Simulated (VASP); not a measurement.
# ZnO (wurtzite type) (P6_3mc) in VASP: notebook

Runs on ZnO (wurtzite type). Level: PBE. Tasks: single point, relaxation of cell and atoms.

Everything below comes from runs of VASP 6.6.1. Logs are shortened: lines on timing, memory, paths and dates and some standing lists are left out, and cuts for length are marked.

## 1. The cell of the first run

The structure is hexagonal, space group P6_3mc (No. 186). Conventional cell: a = 3.279 Å, b = 3.279 Å, c = 5.294 Å, α = 90.00°, β = 90.00°, γ = 120.00°. Zn (site symmetry 3m) has 4 O at 2.00 to 2.01 Å within 2.6 Å. O (site symmetry 3m) has 4 Zn at 2.00 to 2.01 Å within 2.6 Å.

## 2. Single point, PBE

File INCAR:

```
SYSTEM = ZnO
  PREC = Accurate
  ENCUT = 520
  EDIFF = 1E-6
  ISMEAR = -1
  SIGMA = 0.08
  LREAL = .FALSE.
  LASPH = .TRUE.
  NELM = 80
  ALGO = Normal
  ISIF = 2
  LWAVE = .FALSE.
  LCHARG = .FALSE.
  GGA = PE
  NBANDS = 26
```

File KPOINTS:

```
Automatic mesh
0
G
  12 12 7
  0 0 0
```

File POSCAR:

```
ZnO
1.0
    3.2792607755      0.0000000000      0.0000000000
   -1.6396303878      2.8399231372      0.0000000000
    0.0000000000      0.0000000000      5.2938673460
Zn O
2 2
Direct
    0.3333333333      0.6666666667     -0.0015194259
    0.6666666667      0.3333333333      0.4984805741
    0.3333333333      0.6666666667      0.3775194259
    0.6666666667      0.3333333333      0.8775194259
```

Potentials or basis: VASP PAW PBE potentials, release 64 (Zn, O).

On the command line:

```bash
cat potpaw_PBE.64/Zn/POTCAR potpaw_PBE.64/O/POTCAR > POTCAR
mpirun -np 1 vasp_std > vasp.out
```

OUTCAR:

```text
SYSTEM = ZnO
   PREC = Accurate
   ENCUT = 520
   EDIFF = 1E-6
   ISMEAR = -1
   LREAL = .FALSE.
   LASPH = .TRUE.
   NELM = 80
   ISIF = 2
   GGA = PE

 ion  position               nearest neighbor table
   1  0.333  0.667  0.998-   4 2.00   4 2.00   4 2.00   3 2.01
   2  0.667  0.333  0.498-   3 2.00   3 2.00   3 2.00   4 2.01
   3  0.333  0.667  0.378-   2 2.00   2 2.00   2 2.00   1 2.01
   4  0.667  0.333  0.878-   1 2.00   1 2.00   1 2.00   2 2.01

  LATTYP: Found a hexagonal cell.
 ALAT       =     3.2792607755
 C/A-ratio  =     1.6143477779

  Lattice vectors:

 A1 = (   3.2792607755,   0.0000000000,   0.0000000000)
 A2 = (  -1.6396303878,   2.8399231372,   0.0000000000)
 A3 = (   0.0000000000,   0.0000000000,   5.2938673460)

Analysis of symmetry for initial positions (statically):
=====================================================================
 Subroutine PRICEL returns:
 Original cell was already a primitive cell.

 Routine SETGRP: Setting up the symmetry group for a
 hexagonal supercell.

 Subroutine GETGRP returns: Found 12 space group operations
 (whereof  6 operations were pure point group operations)
 out of a pool of 24 trial point group operations.

The static configuration has the point symmetry C_3v.
 The point group associated with its full space group is C_6v.

Analysis of symmetry for dynamics (positions and initial velocities):
=====================================================================
 Subroutine PRICEL returns:
 Original cell was already a primitive cell.

 Routine SETGRP: Setting up the symmetry group for a
 hexagonal supercell.

 Subroutine GETGRP returns: Found 12 space group operations
 (whereof  6 operations were pure point group operations)
 out of a pool of 24 trial point group operations.

The dynamic configuration has the point symmetry C_3v.
 The point group associated with its full space group is C_6v.

 Subroutine INISYM returns: Found 12 space group operations
 (whereof  6 operations are pure point group operations),
 and found     1 'primitive' translations

----------------------------------------------------------------------------------------

                                     Primitive cell

  volume of cell :      49.3010

  direct lattice vectors                    reciprocal lattice vectors
     3.279260776  0.000000000  0.000000000     0.304946776  0.176061103  0.000000000
    -1.639630388  2.839923137  0.000000000     0.000000000  0.352122206  0.000000000
     0.000000000  0.000000000  5.293867346     0.000000000  0.000000000  0.188897820

  length of vectors
     3.279260776  3.279260776  5.293867346     0.352122206  0.352122206  0.188897820

  position of ions in fractional coordinates (direct lattice)
     0.333333333  0.666666667  0.998480574
     0.666666667  0.333333333  0.498480574
     0.333333333  0.666666667  0.377519426
     0.666666667  0.333333333  0.877519426

  ion indices of the primitive-cell ions
   primitive index   ion index
                 1           1
                 2           2
                 3           3
                 4           4

----------------------------------------------------------------------------------------

 KPOINTS: Automatic mesh

Automatic generation of k-mesh.
 Grid dimensions read from file:
 generate k-points for:   12   12    7

 Generating k-lattice:

  Cartesian coordinates                     Fractional coordinates (reciprocal lattice)
     0.025412231  0.014671759  0.000000000     0.083333333  0.000000000  0.000000000
     0.000000000  0.029343517  0.000000000     0.000000000  0.083333333  0.000000000
     0.000000000  0.000000000  0.026985403     0.000000000  0.000000000  0.142857143

  Length of vectors
     0.029343517  0.029343517  0.026985403

  Shift w.r.t. Gamma in fractional coordinates (k-lattice)
     0.000000000  0.000000000  0.000000000

 Subroutine IBZKPT returns following result:
 ===========================================

 Found     76 irreducible k-points:

 Following reciprocal coordinates:
            Coordinates               Weight
  0.000000  0.000000  0.000000      1.000000
  0.083333 -0.000000  0.000000      6.000000
  0.166667 -0.000000  0.000000      6.000000
  0.250000  0.000000  0.000000      6.000000
  0.333333  0.000000  0.000000      6.000000
  0.416667  0.000000  0.000000      6.000000
[... 16 lines left out ...]
  0.250000  0.000000  0.142857     12.000000
  0.333333  0.000000  0.142857     12.000000
 [... further k-points ...]
   k-points           NKPTS =     76   k-points in BZ     NKDIM =     76   number of bands    NBANDS=     26
   number of dos      NEDOS =    301   number of ions     NIONS =      4
   total plane-waves  NPLWV =  23040
   dimension x,y,z NGX =    24 NGY =   24 NGZ =   40
   dimension x,y,z NGXF=    48 NGYF=   48 NGZF=   80
   ions per type =               2   2
   NGX,Y,Z   is equivalent  to a cutoff of  12.17, 12.17, 12.56 a.u.
   NGXF,Y,Z  is equivalent  to a cutoff of  24.33, 24.33, 25.12 a.u.
 SYSTEM =  ZnO
   PREC   = accura    normal or accurate (medium, high low for compatibility)
   ISTART =      0    job   : 0-new  1-cont  2-samecut
   ICHARG =      2    charge: 1-file 2-atom 10-const
   ISPIN  =      1    spin polarized calculation?
   LNONCOLLINEAR =      F non collinear calculations
   LSORBIT =      F    spin-orbit coupling
   LASPH  =      T    aspherical Exc in radial PAW
   ENCUT  =  520.0 eV  38.22 Ry    6.18 a.u.   6.10  6.10  9.84*2*pi/ulx,y,z
   NELM   =     80;   NELMIN=  2; NELMDL= -5     # of ELM steps
   EDIFF  = 0.1E-05   stopping-criterion for ELM
   LREAL  =      F    real-space projection
   EDIFFG = 0.1E-04   stopping-criterion for IOM
   NSW    =      0    number of steps for IOM
   IBRION =     -1    ionic relax: 0-MD 1-quasi-New 2-CG
   NFREE  =      0    steps in history (QN), initial steepest desc. (CG)
   ISIF   =      2    stress and relaxation
   ISYM   =      2    0-nonsym 1-usesym 2-fastsym
   POTIM  = 0.5000    time-step for ionic-motion
   TEBEG  =    0.0;   TEEND  =   0.0 temperature during run
   PSTRESS=    0.0 pullay stress
   NELECT =      36.0000    total number of electrons
   NUPDOWN=      -1.0000    fix difference up-down
   EMIN   =  10.00;   EMAX   =-10.00  energy-range for DOS
   EFERMI =   0.00;   METHOD = LEGACY
   ISMEAR =    -1;   SIGMA  =   0.08  broadening in eV -4-tet -1-fermi 0-gaus
   EFERMI_NEDOS =   21; number of points for ismear=-14 and -15
   IALGO  =     38    algorithm
   IMIX   =      4    mixing-type and parameters
     AMIX     =   0.40;   BMIX     =  1.00
     AMIX_MAG =   1.60;   BMIX_MAG =  1.00
  volume/ion in A,a.u.               =      12.33        83.17
  Fermi-wavevector in a.u.,A,eV,Ry     =   1.474202  2.785839 29.569173  2.173273
  Thomas-Fermi vector in A             =   2.589002
   LORBIT       =      0    0 simple, 1 ext, 2 COOP (PROOUT), +10 PAW based schemes
   GGA     = PE    functional components
   LHFCALC =     F    Hartree Fock is set to
   AEXX    =    0.0000 exact exchange contribution
   IVDW    =     0    specifies the selected vdW correction
   LEPSILON=     F    determine dielectric tensor
   LRPA    =     F    only Hartree local field effects (RPA)
 non-spin polarized calculation
  energy-cutoff  :      520.00
  volume of cell :       49.30
 maximum number of plane-waves:      1350
   NGX = 13   NGY = 13   NGZ = 19

 number of electron      36.0000037 magnetization

 Free energy of the ion-electron system (eV)
  ---------------------------------------------------
  ext. energy  EPLUGINS =         0.00000000
  ---------------------------------------------------
  free energy    TOTEN  =       -17.86104332 eV

  energy without entropy =      -17.86094092  energy(sigma->0) =      -17.86099212

 E-fermi :   1.3875     XC(G=0): -10.7258

 val. band max:        0.8953554740   @ k =   0.0000   0.0000   0.0000
 cond. band min:       1.6230900767   @ k =   0.0000   0.0000   0.0000
 fundamental gap:      0.7277346026
 Fermi energy:         1.3875005751

 k-point     1 :       0.0000    0.0000    0.0000
  band No.  band energies     occupation
      1     -16.9232      2.00000
      2     -16.2560      2.00000
      3      -4.6418      2.00000
      4      -4.6418      2.00000
      5      -4.6028      2.00000
      6      -4.4884      2.00000
[... 18 lines left out ...]
     25      14.8285      0.00000
     26      14.8285      0.00000

 k-point     2 :       0.0833   -0.0000    0.0000
  band No.  band energies     occupation
      1     -16.8874      2.00000
      2     -16.2400      2.00000
      3      -4.6821      2.00000
      4      -4.6206      2.00000
      5      -4.5784      2.00000
      6      -4.4697      2.00000
[... 18 lines left out ...]
     25      14.7537      0.00000
     26      14.9133      0.00000

 k-point     3 :       0.1667   -0.0000    0.0000
  band No.  band energies     occupation
      1     -16.7865      2.00000
      2     -16.1973      2.00000
      3      -4.7735      2.00000
      4      -4.5649      2.00000
      5      -4.5417      2.00000
      6      -4.4590      2.00000
[... 18 lines left out ...]
     25      14.7254      0.00000
     26      14.9967      0.00000

 k-point     4 :       0.2500    0.0000    0.0000
  band No.  band energies     occupation
      1     -16.6404      2.00000
      2     -16.1432      2.00000
      3      -4.8648      2.00000
      4      -4.5500      2.00000
      5      -4.4969      2.00000
      6      -4.3733      2.00000
[... 18 lines left out ...]
     25      14.0584      0.00000
     26      14.8610      0.00000

 k-point     5 :       0.3333    0.0000    0.0000
  band No.  band energies     occupation
      1     -16.4800      2.00000
      2     -16.0986      2.00000
      3      -4.9030      2.00000
      4      -4.5739      2.00000
      5      -4.4417      2.00000
      6      -4.2398      2.00000
[... 18 lines left out ...]
     25      14.1107      0.00000
     26      14.7510      0.00000

 k-point     6 :       0.4167    0.0000    0.0000
  band No.  band energies     occupation
      1     -16.3447      2.00000
      2     -16.0807      2.00000
      3      -4.8714      2.00000
      4      -4.5990      2.00000
      5      -4.4109      2.00000
      6      -4.0941      2.00000
[... 427 lines left out ...]
 k-point    21 :       0.0833   -0.0000    0.1429
  band No.  band energies     occupation
      1     -16.8567      2.00000
      2     -16.2735      2.00000
      3      -4.6994      2.00000
      4      -4.6153      2.00000
      5      -4.5960      2.00000
      6      -4.5652      2.00000
[... 18 lines left out ...]
     25      14.2316      0.00000
     26      14.7651      0.00000

 k-point    22 :       0.1667   -0.0000    0.1429
  band No.  band energies     occupation
      1     -16.7583      2.00000
      2     -16.2273      2.00000
      3      -4.7943      2.00000
      4      -4.5903      2.00000
      5      -4.5580      2.00000
      6      -4.4952      2.00000
[... 18 lines left out ...]
     25      14.0854      0.00000
     26      14.8486      0.00000

 k-point    23 :       0.2500    0.0000    0.1429
  band No.  band energies     occupation
      1     -16.6160      2.00000
      2     -16.1678      2.00000
      3      -4.8854      2.00000
      4      -4.6109      2.00000
      5      -4.4868      2.00000
      6      -4.3917      2.00000
[... 18 lines left out ...]
     25      14.0597      0.00000
     26      14.7684      0.00000

 k-point    24 :       0.3333    0.0000    0.1429
  band No.  band energies     occupation
      1     -16.4606      2.00000
      2     -16.1167      2.00000
      3      -4.9254      2.00000
      4      -4.6380      2.00000
      5      -4.4273      2.00000
      6      -4.2592      2.00000
[... 18 lines left out ...]
     25      14.1219      0.00000
     26      14.7005      0.00000

 [... further k-points ...]
[... 5 lines left out ...]
  --------------------------------------------------------------------------------------
  -------------------------------------------------------------------------------------
  Total        0.2799472      0.2799472      0.2766166     -0.0000000      0.0000000      0.0000000
  in kB        9.0976894      9.0976894      8.9894521     -0.0000000      0.0000000      0.0000000
  external PRESSURE =       9.0616103 kB  Pullay stress =       0.0000000 kB

 VOLUME and BASIS-vectors are now :
 -----------------------------------------------------------------------------
  energy-cutoff  :      520.00
  volume of cell :       49.30
      direct lattice vectors                 reciprocal lattice vectors
     3.279260776  0.000000000  0.000000000     0.304946776  0.176061103  0.000000000
    -1.639630388  2.839923137  0.000000000     0.000000000  0.352122206  0.000000000
     0.000000000  0.000000000  5.293867346     0.000000000  0.000000000  0.188897820

 POSITION                                       TOTAL-FORCE (eV/Angst)
 -----------------------------------------------------------------------------------
     -0.00000      1.89328      5.28582         0.000000      0.000000      0.001095
      1.63963      0.94664      2.63889        -0.000000     -0.000000      0.001095
     -0.00000      1.89328      1.99854        -0.000000     -0.000000     -0.001095
      1.63963      0.94664      4.64547        -0.000000      0.000000     -0.001095
 -----------------------------------------------------------------------------------
    total drift:                               -0.000001     -0.000001      0.000430

  FREE ENERGIE OF THE ION-ELECTRON SYSTEM (eV)
  ---------------------------------------------------
  free  energy   TOTEN  =       -17.8610433240 eV

  energy  without entropy=      -17.8609409179  energy(sigma->0) =      -17.86099212
```

Wall time 77 s (1 thread of Intel Xeon 6975P-C (Granite Rapids), shared host); peak memory 0.21 GiB.

What came out:

* Free energy: -17.8610 eV
* Pressure: 0.9 GPa
* Band gap on the k mesh: 0.73 eV

Levels at points of the mesh, in eV from the valence-band top:
```csv
k point,band 14,band 15,band 16,band 17,band 18,band 19,band 20,band 21,band 22,band 23
"(0.00, 0.00, 0.00)",-0.75,-0.75,-0.08,0.00,0.00,0.73,5.09,8.07,12.73,12.73
"(0.50, 0.00, 0.00)",-3.44,-2.72,-2.15,-1.23,-0.79,5.62,6.82,7.52,8.27,10.40
```

## 3. Single point, PBE

File INCAR:

```
ALGO = Normal
EDIFF = 1E-7
ENCUT = 520
GGA = PE
ISIF = 2
ISMEAR = -1
LASPH = T
LCHARG = F
LREAL = F
LWAVE = F
NBANDS = 26
NELM = 80
PREC = Accurate
SIGMA = 0.08
```

File KPOINTS:

```
k-points
0
Gamma
  12 12 7
```

POSCAR is that of step 2.

Potentials or basis: VASP PAW PBE potentials, release 64 (Zn, O).

On the command line:

```bash
cat potpaw_PBE.64/Zn/POTCAR potpaw_PBE.64/O/POTCAR > POTCAR
mpirun -np 1 vasp_std > vasp.out
```

Wall time 76 s (1 thread of Intel Xeon 6975P-C (Granite Rapids), shared host); peak memory 0.2 GiB.

The run converged. Its results:

```yaml
Free_energy: -17.8610 eV
Pressure: 0.9 GPa
Band_gap_on_the_k_mesh: 0.73 eV
```

Levels at points of the mesh, in eV from the valence-band top:
| k point | band 14 | band 15 | band 16 | band 17 | band 18 | band 19 | band 20 | band 21 | band 22 | band 23 |
| --- | --- | --- | --- | --- | --- | --- | --- | --- | --- | --- |
| (0.00, 0.00, 0.00) | -0.75 | -0.75 | -0.08 | 0.00 | 0.00 | 0.73 | 5.09 | 8.07 | 12.73 | 12.73 |
| (0.50, 0.00, 0.00) | -3.44 | -2.72 | -2.15 | -1.23 | -0.79 | 5.62 | 6.82 | 7.52 | 8.27 | 10.40 |

## 4. Relaxation of cell and atoms, PBE

This run uses another cell than the first one, of 11.12 Å³/atom.

File INCAR:

```
SYSTEM = ZnO
  PREC = Accurate
  ENCUT = 600
  EDIFF = 1E-6
  ISMEAR = -1
  SIGMA = 0.08
  LREAL = .False.
  LASPH = .True.
  NELM = 60
  ALGO = Normal
  ISIF = 3
  LWAVE = .False.
  LCHARG = .False.
  GGA = PE
  IBRION = 2
  NSW = 100
  EDIFFG = -0.005
```

File KPOINTS:

```
Automatic mesh
0
Gamma
  12 12 7
  0 0 0
```

File POSCAR:

```
ZnO
1.0
    3.1588556782      0.0000000000      0.0000000000
   -1.5794278391      2.7356492642      0.0000000000
    0.0000000000      0.0000000000      5.1489347554
Zn O
2 2
Direct
    0.3333333333      0.6666666667      0.0000000000
    0.6666666667      0.3333333333      0.5000000000
    0.3333333333      0.6666666667      0.3760000000
    0.6666666667      0.3333333333      0.8760000000
```

On the command line:

```bash
cat potpaw_PBE.64/Zn/POTCAR potpaw_PBE.64/O/POTCAR > POTCAR
mpirun -np 1 vasp_std > vasp.out
```

Wall time 7.7 min (1 thread of Intel Xeon 6975P-C (Granite Rapids), shared host); peak memory 0.22 GiB.

Results (log left out):

| Property | Result |
| --- | --- |
| Free energy | -17.8575 eV |
| Relaxed volume | 12.40 Å³/atom |
| Relaxed cell | a = 3.286 Å, b = 3.286 Å, c = 5.304 Å, α = 90.00°, β = 90.00°, γ = 120.00° |
| Space group after relaxing (to 0.1 Å) | P6_3mc (No. 186) |
| Energy gained by relaxing | 64.6 meV/atom |
| Ionic steps | 10 |
| Pressure after relaxing | 0.0 GPa |
| Band gap on the k mesh | 0.72 eV |

Step by step:
| step | energy change (eV) | largest force (eV/Å) | pressure (GPa) | volume (Å³) |
| --- | --- | --- | --- | --- |
| 1 | 0.0000 | 0.0008 | 17.86 | 44.49 |
| 2 | -0.1774 | 0.0416 | -7.16 | 52.97 |
| 3 | -0.2576 | 0.0330 | -0.03 | 49.61 |
| 4 | -0.2575 | 0.0325 | 0.31 | 49.50 |
| 5 | -0.2578 | 0.0292 | 0.22 | 49.51 |
| 6 | -0.2584 | 0.0164 | 0.25 | 49.52 |
| 7 | -0.2585 | 0.0114 | 0.15 | 49.52 |
| 8 | -0.2585 | 0.0100 | -0.13 | 49.67 |
| 9 | -0.2586 | 0.0030 | -0.04 | 49.62 |
| 10 | -0.2586 | 0.0001 | 0.01 | 49.60 |

Final structure:
```
CELL_PARAMETERS angstrom
3.28614 0.00000 0.00000
-1.64307 2.84588 0.00000
0.00000 0.00000 5.30379
ATOMIC_POSITIONS crystal
Zn 0.33333 0.66667 0.99847
Zn 0.66667 0.33333 0.49847
O 0.33333 0.66667 0.37753
O 0.66667 0.33333 0.87753
```

Levels at points of the mesh, in eV from the valence-band top:
| k point | band 14 | band 15 | band 16 | band 17 | band 18 | band 19 | band 20 | band 21 | band 22 |
| --- | --- | --- | --- | --- | --- | --- | --- | --- | --- |
| (0.00, 0.00, 0.00) | -0.75 | -0.75 | -0.08 | 0.00 | 0.00 | 0.72 | 5.07 | 8.05 | 12.70 |
| (0.50, 0.00, 0.00) | -3.42 | -2.70 | -2.13 | -1.22 | -0.79 | 5.60 | 6.81 | 7.52 | 8.22 |
